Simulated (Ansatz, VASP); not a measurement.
# One calculation of MgB5, two programs

File INCAR:

```
PREC = Accurate
ENCUT = 520
EDIFF = 1E-6
ISMEAR = 0
SIGMA = 0.1
LREAL = False
LASPH = True
NELM = 80
ALGO = Normal
ISIF = 2
LWAVE = False
LCHARG = True
GGA = PE
LELF = True
LVHAR = True
NBANDS = 18
```

The input KPOINTS:

```
Automatic mesh
0
Gamma
  6 6 6
```

File POSCAR:

```
MgB5
1.0
    1.9412316900      1.1207706400      4.1900873300
   -1.9412316900      1.1207706400      4.1900873300
    0.0000000000     -2.2415412800      4.1900873300
Mg B
1 5
Direct
    0.8036954500      0.8036954500      0.8036954500
    0.0803348100      0.5746795700      0.0803348100
    0.0803348100      0.0803348100      0.5746795700
    0.5746795700      0.0803348100      0.0803348100
    0.5091204900      0.5091204900      0.5091204900
    0.3708319500      0.3708319500      0.3708319500
```

Input for Ansatz:

```yaml
crystal:
  lattice:
    - [1.94123169, 1.12077064, 4.19008733]
    - [-1.94123169, 1.12077064, 4.19008733]
    - [0.0, -2.24154128, 4.19008733]
  atoms:
    - { symbol: Mg, position: [0.80369545, 0.80369545, 0.80369545] }
    - { symbol: B, position: [0.08033481, 0.57467957, 0.08033481] }
    - { symbol: B, position: [0.08033481, 0.08033481, 0.57467957] }
    - { symbol: B, position: [0.57467957, 0.08033481, 0.08033481] }
    - { symbol: B, position: [0.50912049, 0.50912049, 0.50912049] }
    - { symbol: B, position: [0.37083195, 0.37083195, 0.37083195] }
basis:
  ecutwfc: 420
kpoints:
  mp_grid: { grid: [6, 6, 6] }
hamiltonian:
  xc: pbe
scf:
  occupations: { method: gaussian, width: 0.1 }
  lower_state_search: "off"
output:
  forces: true
  stress: true
  eigenvalues: true
```

Alike in both runs: task single point; functional PBE; k mesh 6 × 6 × 6; occupations gaussian, width 0.1 eV; no spin polarisation.

```csv
,VASP,Ansatz
version,VASP 6.6.1,Ansatz 0.2.0
potentials or method,"VASP PAW PBE potentials, release 64 (Mg, B), cutoff 520 eV","scalar-relativistic, plane waves, PAW"
valence electrons in the cell,17,25
```

Ansatz gave:

* gap on the k mesh at the Fermi level (eV): none
* pressure (GPa): 15.3
* traceless stress, the component that is largest in VASP (GPa): 22.89
* rms of the force components (eV/Å): 5.579

Question: Estimate VASP's values.

Answer: gap on the k mesh at the Fermi level (eV): none; pressure (GPa): 16.3; traceless stress, the component that is largest in VASP (GPa): 23.54; rms of the force components (eV/Å): 5.715.

Atom by atom the forces differ by 0.138 eV/Å (rms over components). A gap of «none» marks a metal or a gap that the smearing closes. VASP's potentials hold 17 valence electrons a cell and Ansatz's 25, so a difference there can come from the potentials and not from the codes.
